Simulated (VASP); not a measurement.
The system is TePb.

```
Pb Te
1.0
     0.00000    3.26784    3.26784
     3.26784    0.00000    3.26784
     3.26784    3.26784    0.00000
Pb Te
1 1
Direct
  0.00000 0.00000 0.00000
  0.50000 0.50000 0.50000
```

Base run:

- Program: VASP 6.6.1
- Functional: LDA
- Potentials or basis: VASP PAW LDA potentials, release 64 (Pb_d, Te)
- Cutoff: 520 eV
- k mesh: 8 × 8 × 8
- Occupations: gaussian, width 0.01 eV
- Spin: no spin polarisation

Its results: band gap on the k mesh 0.70 eV, direct; pressure -2.9 GPa.

Task: The run is repeated on the same cell with these changes: functional from LDA to r2SCAN; potentials or basis from VASP PAW LDA potentials, release 64 (Pb_d, Te) to VASP PAW PBE potentials, release 64 (Pb_d, Te). What comes out?

Result: Band gap on the k mesh 1.09 eV, direct; pressure 0.0 GPa.

Caveats: spin-orbit coupling is left out, which moves the levels of the heavy elements; the PAW data sets were made with another functional, which shifts forces and pressure a little (some runs).

A k mesh can miss the band edges.
